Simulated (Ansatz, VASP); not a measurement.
## Ta3N: VASP beside Ansatz

File POSCAR:

```
Ta3N
1.0
   -1.8876571203      1.8876571203      4.2165847362
    1.8876571203     -1.8876571203      4.2165847362
    1.8876571203      1.8876571203     -4.2165847362
Ta N
3 1
Direct
    0.5000000000      0.5000000000      0.0000000000
    0.2500000000      0.7500000000      0.5000000000
    0.7500000000      0.2500000000      0.5000000000
    0.0000000000      0.0000000000      0.0000000000
```

INCAR.step1

```
PREC     = Accurate       # precision mode
ENCUT    = 520            # plane-wave cutoff, eV
ISMEAR   = 0              # smearing method
SIGMA    = 0.1            # smearing width, eV
LREAL    = False          # projectors in reciprocal space
LASPH    = True           # aspherical terms in the spheres
NELM     = 150            # most SCF steps
ISPIN    = 2              # spin polarisation
MAGMOM   = 1 1 1 0        # initial moments
LMAXMIX  = 4              # l up to which the mixer works
NBANDS   = 31             # bands
GGA      = PE             # functional
ALGO     = Normal         # electronic algorithm
EDIFF    = 1E-4           # SCF threshold, eV
LWAVE    = True           # write WAVECAR
LCHARG   = False          # write CHGCAR
```

File INCAR.step2:

```
PREC     = Accurate       # precision mode
ENCUT    = 520            # plane-wave cutoff, eV
EDIFF    = 1E-6           # SCF threshold, eV
ISMEAR   = 0              # smearing method
SIGMA    = 0.1            # smearing width, eV
LREAL    = False          # projectors in reciprocal space
LASPH    = True           # aspherical terms in the spheres
NELM     = 150            # most SCF steps
ALGO     = Normal         # electronic algorithm
ISIF     = 2              # what is computed and relaxed
LWAVE    = False          # write WAVECAR
LCHARG   = False          # write CHGCAR
ISPIN    = 2              # spin polarisation
MAGMOM   = 1 1 1 0        # initial moments
LORBIT   = 11             # projections on sites
LMAXMIX  = 4              # l up to which the mixer works
METAGGA  = R2SCAN         # meta-GGA
LMIXTAU  = True         
NBANDS   = 31             # bands
ISTART   = 1
```

File KPOINTS:

```
regular mesh
0
Gamma
  6 6 6
```

Input for Ansatz:

```yaml
crystal:
  lattice:
    - [-1.8876571203, 1.8876571203, 4.2165847362]
    - [1.8876571203, -1.8876571203, 4.2165847362]
    - [1.8876571203, 1.8876571203, -4.2165847362]
  atoms:
    - { symbol: Ta, position: [0.5, 0.5, 0.0], spin: 1.0 }
    - { symbol: Ta, position: [0.25, 0.75, 0.5], spin: 1.0 }
    - { symbol: Ta, position: [0.75, 0.25, 0.5], spin: 1.0 }
    - { symbol: "N", position: [0.0, 0.0, 0.0] }
basis:
  ecutwfc: 500
kpoints:
  mp_grid: { grid: [6, 6, 6] }
hamiltonian:
  xc: r2scan
scf:
  occupations: { method: gaussian, width: 0.1 }
  lower_state_search: "off"
output:
  forces: true
  stress: true
  eigenvalues: true
  populations: true
magnetization:
  spin_polarized: true
```

Alike in both runs: task single point; functional r2SCAN; k mesh 6 × 6 × 6; occupations gaussian, width 0.1 eV; collinear spin.

|  | VASP | Ansatz |
| --- | --- | --- |
| version | VASP 6.6.1 | Ansatz 0.2.0 |
| potentials or method | VASP PAW PBE potentials, release 64 (Ta_pv, N), cutoff 520 eV | scalar-relativistic, plane waves, PAW |
| valence electrons in the cell | 38 | 44 |

```csv
,VASP,Ansatz,Ansatz less VASP
gap on the k mesh at the Fermi level (eV),none,none,-
pressure (GPa),4.8,4.0,-0.82
"traceless stress, the component that is largest in VASP (GPa)",2.96,3.16,+0.202
net moment per atom (μB),0.00,0.00,0.000
```

VASP's potentials were made for PBE, not for r2SCAN. A gap of «none» marks a metal or a gap that the smearing closes. VASP's potentials hold 38 valence electrons a cell and Ansatz's 44, so a difference there can come from the potentials and not from the codes. Ansatz's warnings: seeded moment not kept, stability check not made.

The k mesh is coarse, so the values compare programs but aren't converged. Neither program's run includes spin-orbit coupling.
